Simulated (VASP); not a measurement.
# Lu2AlSb2 (Immm) in VASP: a series of runs, part 3 of 3

VASP 6.6.1. Earlier steps stand in the parts before.

**5. Single point, PBE**

This run uses another cell than the first one, of 24.79 Å³/atom.

INCAR reads:

```
SYSTEM = Lu2AlSb2
ALGO = Normal
EDIFF = 1E-6
ENCUT = 520
GGA = PE
ISIF = 2
ISMEAR = 1
LASPH = .True.
LCHARG = .True.
LELF = .True.
LREAL = .False.
LVHAR = .True.
LWAVE = .False.
NBANDS = 40
NELM = 60
PREC = Accurate
SIGMA = 0.0161
```

KPOINTS reads:

```
k-points
0
Gamma
  5 5 5
  0 0 0
```

POSCAR reads:

```
Lu2AlSb2
1.0
    0.0000000000     -0.0000003225      4.0286048165
    4.1170774983     -3.7361163165      2.0143021092
    4.1170774983      3.7361163165     -2.0143021092
Lu Sb Al
2 2 1
Direct
    0.5000000000      0.7184079740      0.7184079740
    0.5000000000      0.2815920260      0.2815920260
    0.7805495854      0.7194504146      0.2805495854
    0.2194504146      0.2805495854      0.7194504146
    0.0000000000      0.0000000000      0.0000000000
```

Started as:

```console
$ cat potpaw_PBE.64/Lu/POTCAR potpaw_PBE.64/Sb/POTCAR potpaw_PBE.64/Al/POTCAR > POTCAR
$ mpirun -np 1 vasp_std > vasp.out
```

Wall time 75 s (1 thread of Intel Xeon 6975P-C (Granite Rapids), shared host); peak memory 0.33 GiB.

It converged, with:

```
Free energy            : -24.0906 eV
Pressure               : 0.2 GPa
Largest force          : 0.007 eV/Å
Band gap on the k mesh : zero (an odd number of electrons rules out a gap without spin polarisation)
```

Forces on the atoms (eV/Å):
```
Lu   0.006  0.000  0.000
Lu  -0.006  0.000  0.000
Sb   0.000  0.007  0.000
Sb   0.000 -0.007  0.000
Al   0.000  0.000  0.000
```

Levels at points of the mesh, in eV from the Fermi level:
```
           k point  band 29  band 30  band 31  band 32  band 33  band 34  band 35  band 36
(0.00, 0.00, 0.00)    -1.29    -0.94    -0.85    -0.39    -0.03     2.13     2.98     3.18
```

Caveat: spin-orbit coupling is left out, which moves the levels of the heavy elements.

**6. Relaxation of cell and atoms, PBE**

This run uses another cell than the first one, of 25.60 Å³/atom.

INCAR reads:

```
PREC = Accurate ; ENCUT = 600
EDIFF = 1E-6 ; ISMEAR = 1
SIGMA = 0.0161 ; LREAL = F
LASPH = T ; NELM = 60
ALGO = Normal ; ISIF = 3
LWAVE = F ; LCHARG = F
GGA = PE ; IBRION = 2
NSW = 60 ; EDIFFG = -0.01
```

KPOINTS reads:

```
Automatic mesh
0
Gamma
  5 5 5
```

POSCAR reads:

```
Lu2AlSb2
1.0
    0.0000000000      0.0000000000      4.4137410000
    4.6420950000     -3.1230440000      2.2068700000
    4.6420950000      3.1230440000     -2.2068700000
Lu Sb Al
2 2 1
Direct
    0.5000000000      0.7111300000      0.7111300000
    0.5000000000      0.2888700000      0.2888700000
    0.7893000000      0.7107000000      0.2893000000
    0.2107000000      0.2893000000      0.7107000000
    0.0000000000      0.0000000000      0.0000000000
```

Potentials or basis: VASP PAW PBE potentials, release 64 (Lu, Sb, Al).

Started as:

```console
$ cat potpaw_PBE.64/Lu/POTCAR potpaw_PBE.64/Sb/POTCAR potpaw_PBE.64/Al/POTCAR > POTCAR
$ mpirun -np 1 vasp_std > vasp.out
```

It took 24 min on 1 thread of Intel Xeon 6975P-C (Granite Rapids), shared host; peak memory 0.38 GiB.

It converged, with:

- Free energy: -24.0897 eV
- Relaxed volume: 24.90 Å³/atom
- Relaxed cell: a = 4.020 Å, b = 5.927 Å, c = 5.927 Å, α = 92.16°, β = 109.83°, γ = 70.17°
- Space group after relaxing (to 0.1 Å): Immm (No. 71)
- Energy gained by relaxing: 286.3 meV/atom
- Ionic steps: 24
- Pressure after relaxing: 0.0 GPa
- Largest force after relaxing: 0.006 eV/Å
- Band gap on the k mesh: zero (an odd number of electrons rules out a gap without spin polarisation)

Forces in eV/Å, atoms in the order of the input:
```
Lu  -0.004  0.000  0.000
Lu   0.004  0.000  0.000
Sb   0.000  0.006  0.000
Sb   0.000 -0.006  0.000
Al   0.000  0.000  0.000
```

Step by step:
| step | energy change (eV) | largest force (eV/Å) | pressure (GPa) | volume (Å³) |
| --- | --- | --- | --- | --- |
| 1 | 0.0000 | 2.4924 | -0.36 | 127.98 |
| 2 | -0.8961 | 0.5576 | -1.50 | 126.36 |
| 3 | -1.0083 | 1.2749 | -0.42 | 125.30 |
| 4 | -1.0127 | 1.4081 | -0.30 | 125.04 |
| 5 | -1.3222 | 0.7503 | 0.53 | 123.54 |
| 6 | -1.3717 | 0.4060 | 1.22 | 122.71 |
| 7 | -1.3711 | 0.3173 | 1.47 | 122.33 |
| 8 | -1.3733 | 0.3450 | 1.53 | 122.49 |
| 9 | -1.3990 | 0.2506 | -1.28 | 127.45 |
| 10 | -1.4033 | 0.2751 | -0.48 | 125.94 |
| 11 | -1.4033 | 0.2723 | -0.80 | 126.17 |
| 12 | -1.4033 | 0.2739 | -0.66 | 126.04 |
| 13 | -1.4216 | 0.1755 | -0.31 | 125.09 |
| 14 | -1.4265 | 0.1114 | 0.00 | 124.35 |
| 15 | -1.4266 | 0.1020 | 0.08 | 124.20 |
| 16 | -1.4311 | 0.0357 | 0.11 | 124.26 |
| 17 | -1.4315 | 0.0288 | 0.10 | 124.27 |
| 18 | -1.4315 | 0.0283 | 0.09 | 124.28 |
| 19 | -1.4316 | 0.0031 | -0.17 | 124.67 |
| 20 | -1.4317 | 0.0112 | -0.03 | 124.51 |
| 21 | -1.4317 | 0.0102 | -0.05 | 124.53 |
| 22 | -1.4317 | 0.0012 | -0.03 | 124.40 |
| 23 | -1.4317 | 0.0009 | 0.10 | 124.42 |
| 24 | -1.4317 | 0.0060 | -0.01 | 124.48 |

Final structure:
```yaml
crystal:
  lattice:
    - [0.00000, 0.00000, 4.01999]
    - [4.11092, -3.76621, 2.00999]
    - [4.11092, 3.76621, -2.00999]
  atoms:
    - { symbol: Lu, position: [0.50000, 0.71739, 0.71739] }
    - { symbol: Lu, position: [0.50000, 0.28261, 0.28261] }
    - { symbol: Sb, position: [0.77831, 0.72169, 0.27831] }
    - { symbol: Sb, position: [0.22169, 0.27831, 0.72169] }
    - { symbol: Al, position: [0.00000, 0.00000, 0.00000] }
```

Levels at points of the mesh, in eV from the Fermi level:
```tsv
k point	band 30	band 31	band 32	band 33	band 34	band 35
(0.00, 0.00, 0.00)	-0.87	-0.84	-0.35	-0.12	2.17	3.02
```

Caveat: spin-orbit coupling is left out, which moves the levels of the heavy elements.

**7. Relaxation of cell and atoms, PBE+D4**

This run uses another cell than the first one, of 25.60 Å³/atom.

INCAR reads:

```
ALGO     = Normal         # electronic algorithm
EDIFF    = 1E-7           # SCF threshold, eV
EDIFFG   = -0.001         # ionic threshold
ENCUT    = 600            # plane-wave cutoff, eV
GGA      = PE             # functional
IBRION   = 2              # ionic algorithm
ISIF     = 3              # what is computed and relaxed
ISMEAR   = 1              # smearing method
IVDW     = 13             # dispersion correction
LASPH    = T              # aspherical terms in the spheres
LCHARG   = F              # write CHGCAR
LREAL    = F              # projectors in reciprocal space
LWAVE    = F              # write WAVECAR
NELM     = 60             # most SCF steps
NSW      = 60             # ionic steps
PREC     = Accurate       # precision mode
SIGMA    = 0.0161         # smearing width, eV
```

KPOINTS reads:

```
k-points
0
Gamma
  5 5 5
```

POSCAR is that of step 6.

Started as:

```console
$ cat potpaw_PBE.64/Lu/POTCAR potpaw_PBE.64/Sb/POTCAR potpaw_PBE.64/Al/POTCAR > POTCAR
$ mpirun -np 1 vasp_std > vasp.out
```

Wall time 63 min (1 thread of Intel Xeon Platinum 8488C (Sapphire Rapids), shared host); peak memory 0.48 GiB.

It converged, with:

```yaml
Free_energy: -25.9485 eV
Relaxed_volume: 23.95 Å³/atom
Relaxed_cell: a = 3.989 Å, b = 5.845 Å, c = 5.845 Å, α = 91.32°, β = 109.95°, γ = 70.05°
Space_group_after_relaxing_to_0.1_Å: Immm (No. 71)
Energy_gained_by_relaxing: 309.6 meV/atom
Ionic_steps: 55
Pressure_after_relaxing: 0.0 GPa
Band_gap_on_the_k_mesh: zero (an odd number of electrons rules out a gap without spin polarisation)
Dispersion_energy_per_atom: -0.379 eV
```

The path:
```tsv
step	energy change (eV)	largest force (eV/Å)	pressure (GPa)	volume (Å³)
1	0.0000	2.4902	-2.59	127.98
3	-1.0719	1.8444	3.48	115.12
5	-1.4407	0.6696	0.50	119.05
7	-1.4248	0.6069	0.18	120.90
9	-1.5286	0.2398	-0.42	121.05
11	-1.5412	0.0936	0.47	119.37
13	-1.5445	0.0539	0.05	120.03
15	-1.5445	0.0620	-0.09	120.25
17	-1.5453	0.0109	0.03	119.99
19	-1.5453	0.0930	0.04	119.85
21	-1.5463	0.0585	0.01	119.98
23	-1.5475	0.0517	-0.12	119.96
25	-1.5476	0.0512	-0.09	119.90
27	-1.5480	0.0049	0.15	119.53
29	-1.5482	0.0015	0.02	119.75
31	-1.5482	0.0003	0.01	119.80
33	-1.5482	0.0007	-0.07	119.81
35	-1.5482	0.0006	0.00	119.80
37	-1.5482	0.0008	0.01	119.80
39	-1.5482	0.0003	0.00	119.77
41	-1.5482	0.0000	-0.01	119.76
43	-1.5482	0.0001	0.01	119.75
45	-1.5482	0.0003	0.01	119.76
47	-1.5482	0.0001	0.01	119.77
49	-1.5482	0.0001	-0.01	119.78
51	-1.5482	0.0001	0.01	119.78
53	-1.5482	0.0001	-0.01	119.78
55	-1.5482	0.0003	0.00	119.75
```

Final structure:
```cif
data_structure
_symmetry_space_group_name_H-M 'P 1'
_symmetry_Int_Tables_number 1
_cell_length_a 3.9892
_cell_length_b 5.8451
_cell_length_c 5.8451
_cell_angle_alpha 91.322
_cell_angle_beta 109.952
_cell_angle_gamma 70.048
_cell_volume 119.75
loop_
_atom_site_label
_atom_site_type_symbol
_atom_site_fract_x
_atom_site_fract_y
_atom_site_fract_z
_atom_site_occupancy
Lu1 Lu 0.50000 0.71914 0.71914 1
Lu2 Lu 0.50000 0.28086 0.28086 1
Sb1 Sb 0.78159 0.71841 0.28159 1
Sb2 Sb 0.21841 0.28159 0.71841 1
Al1 Al 0.00000 0.00000 0.00000 1
```

Levels at points of the mesh, in eV from the Fermi level:
```csv
k point,band 28,band 29,band 30,band 31,band 32,band 33,band 34,band 35
"(0.00, 0.00, 0.00)",-2.07,-1.33,-1.00,-0.83,-0.45,0.07,2.20,3.00
```

Caveat: spin-orbit coupling is left out, which moves the levels of the heavy elements.

**8. Summary**

| task | level | cell | cutoff (eV) | smearing | gap on the mesh (eV) | pressure (GPa) | relaxed volume (Å³/atom) | largest force (eV/Å) |
| --- | --- | --- | --- | --- | --- | --- | --- | --- |
| single point | PBE+D4 | a = 3.986, b = 5.839, c = 5.839 Å, angles 91.3, 110.0, 70.0°, 5 atoms, atomic positions A | 520 | fermi-dirac 0.001 eV | none | 0.2 | - | 0.01 |
| single point | PBE+D4 | a = 3.985, b = 5.840, c = 5.840 Å, angles 91.3, 110.0, 70.0°, 5 atoms, atomic positions A | 520 | methfessel-paxton 0.0161 eV | none | 0.2 | - | 0.01 |
| single point | PBE | a = 4.029, b = 5.913, c = 5.913 Å, angles 91.7, 109.9, 70.1°, 5 atoms, atomic positions B | 520 | methfessel-paxton 0.0161 eV | none | 0.2 | - | 0.01 |
| relaxation of cell and atoms | PBE | relaxed from a = 4.414, b = 6.014, c = 6.014 Å, angles 79.0, 111.5, 68.5°, 5 atoms, atomic positions C | 600 | methfessel-paxton 0.0161 eV | none | 0.0 | 24.90 | 0.01 |
| relaxation of cell and atoms | PBE+D4 | relaxed from a = 4.414, b = 6.014, c = 6.014 Å, angles 79.0, 111.5, 68.5°, 5 atoms, atomic positions C | 600 | methfessel-paxton 0.0161 eV | none | 0.0 | 23.95 | - |

Alike in all rows: potentials or basis VASP PAW PBE potentials, release 64 (Lu, Sb, Al); no spin polarisation; k mesh 5 × 5 × 5.

Caveats: spin-orbit coupling is left out, which moves the levels of the heavy elements.

Absolute energies hang on the potentials; compare differences alone.
